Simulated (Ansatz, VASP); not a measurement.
Si: VASP beside Ansatz

Contents of INCAR:

```
SYSTEM = Si
PREC = Accurate
ENCUT = 520
EDIFF = 1E-7
ISMEAR = -1
SIGMA = 0.05
LREAL = .False.
LASPH = .True.
NELM = 60
ALGO = Normal
ISIF = 2
LWAVE = .False.
LCHARG = .True.
GGA = B5
ALDAX = 1.0
AGGAX = 1.0
AGGAC = 1.0
ALDAC = 0.0
IVDW = 13
VDW_S6 = 1.0
VDW_S8 = 2.34076671
VDW_A1 = 0.44488865
VDW_A2 = 4.0933009
LELF = .True.
LVHAR = .True.
NBANDS = 11
```

KPOINTS

```
Automatic mesh
0
Gamma
  8 8 8
  0 0 0
```

Contents of POSCAR:

```
Si
1.0
    0.0000000000      2.7398772164      2.7398772164
    2.7398772164      0.0000000000      2.7398772164
    2.7398772164      2.7398772164      0.0000000000
Si
2
Direct
    0.5000000000      0.5000000000      0.5000000000
    0.7500000000      0.7500000000      0.7500000000
```

Contents of input.yaml:

```yaml
crystal:
  lattice:
    - [0.0, 2.7398772164, 2.7398772164]
    - [2.7398772164, 0.0, 2.7398772164]
    - [2.7398772164, 2.7398772164, 0.0]
  atoms:
    - { symbol: Si, position: [0.5, 0.5, 0.5] }
    - { symbol: Si, position: [0.75, 0.75, 0.75] }
hamiltonian:
  xc: blyp
  pseudopotentials: { kind: paw }
  dispersion: d4
kpoints:
  mp_grid: { grid: [8, 8, 8] }
scf:
  occupations: { method: fermi_dirac, width: 0.05 }
output:
  forces: true
  stress: true
  eigenvalues: true
```

Alike in both runs: task single point; functional BLYP; dispersion D4; k mesh 8 × 8 × 8; occupations fermi-dirac, width 0.05 eV; no spin polarisation.

|  | VASP | Ansatz |
| --- | --- | --- |
| version | VASP 6.6.1 | Ansatz 0.2.0 |
| potentials or method | VASP PAW PBE potentials, release 64 (Si) | Ansatz PAW |
| plane-wave cutoff (eV) | 520 | 420 |
| valence electrons in the cell | 8 | 8 |

```tsv
	VASP	Ansatz	Ansatz less VASP
gap on the k mesh at the Fermi level (eV)	0.88	0.87	-0.009
least direct gap on the mesh (eV)	2.69	2.66	-0.021
pressure (GPa)	-2.4	-2.6	-0.14
```

VASP's potentials were made for PBE, not for BLYP.
